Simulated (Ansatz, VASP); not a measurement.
## One calculation of ZnS, two programs

File INCAR:

```
SYSTEM = ZnS
PREC     = Accurate       ! precision mode
ENCUT    = 600            ! plane-wave cutoff, eV
EDIFF    = 1E-6           ! SCF threshold, eV
ISMEAR   = 0              ! smearing method
SIGMA    = 0.1            ! smearing width, eV
LREAL    = .False.        ! projectors in reciprocal space
LASPH    = .True.         ! aspherical terms in the spheres
NELM     = 60             ! most SCF steps
ALGO     = Normal         ! electronic algorithm
ISIF     = 3              ! what is computed and relaxed
LWAVE    = .False.        ! write WAVECAR
LCHARG   = .False.        ! write CHGCAR
GGA      = PE             ! functional
IBRION   = 2              ! ionic algorithm
NSW      = 90             ! ionic steps
EDIFFG   = -0.04          ! ionic threshold
```

File KPOINTS:

```
Automatic mesh
0
Gamma
  6 6 6
  0 0 0
```

Contents of POSCAR:

```
ZnS
1.0
    1.9484631500      1.1249457200      3.0055281800
   -1.9484631500      1.1249457200      3.0055281800
    0.0000000000     -2.2498914500      3.0055281800
Zn S
1 1
Direct
    0.9850573900      0.9850573900      0.9850573900
    0.7649426100      0.7649426100      0.7649426100
```

Input for Ansatz:

```yaml
crystal:
  lattice:
    - [1.94846315, 1.12494572, 3.00552818]
    - [-1.94846315, 1.12494572, 3.00552818]
    - [0.0, -2.24989145, 3.00552818]
  atoms:
    - { symbol: Zn, position: [0.98505739, 0.98505739, 0.98505739] }
    - { symbol: S, position: [0.76494261, 0.76494261, 0.76494261] }
basis:
  ecutwfc: 420
kpoints:
  mp_grid: { grid: [6, 6, 6] }
hamiltonian:
  xc: pbe
scf:
  occupations: { method: gaussian, width: 0.1 }
  lower_state_search: "off"
output:
  forces: true
  stress: true
  eigenvalues: true
relax:
  adjacent_minimum: "off"
  f_tol: 0.04
  max_steps: 70
  cell: { stress_tol: 0.4 }
```

Alike in both runs: task relaxation of cell and atoms; functional PBE; k mesh 6 × 6 × 6; occupations gaussian, width 0.1 eV; no spin polarisation.

```csv
,VASP,Ansatz
version,VASP 6.6.1,Ansatz 0.2.0
potentials or method,"VASP PAW PBE potentials, release 64 (Zn, S), cutoff 600 eV","scalar-relativistic, plane waves, PAW"
valence electrons in the cell,18,18
```

Ansatz gave:

| Quantity | Value |
| --- | --- |
| gap on the k mesh at the Fermi level, each at its own relaxed structure (eV) | 2.01 |
| relaxed volume (Å³/atom) | 20.15 |
| relaxed cell length with the largest relative difference (Å) | 3.850 |

Q: Estimate VASP's values.

A: gap on the k mesh at the Fermi level, each at its own relaxed structure (eV): 2.01; relaxed volume (Å³/atom): 20.19; relaxed cell length with the largest relative difference (Å): 3.850.
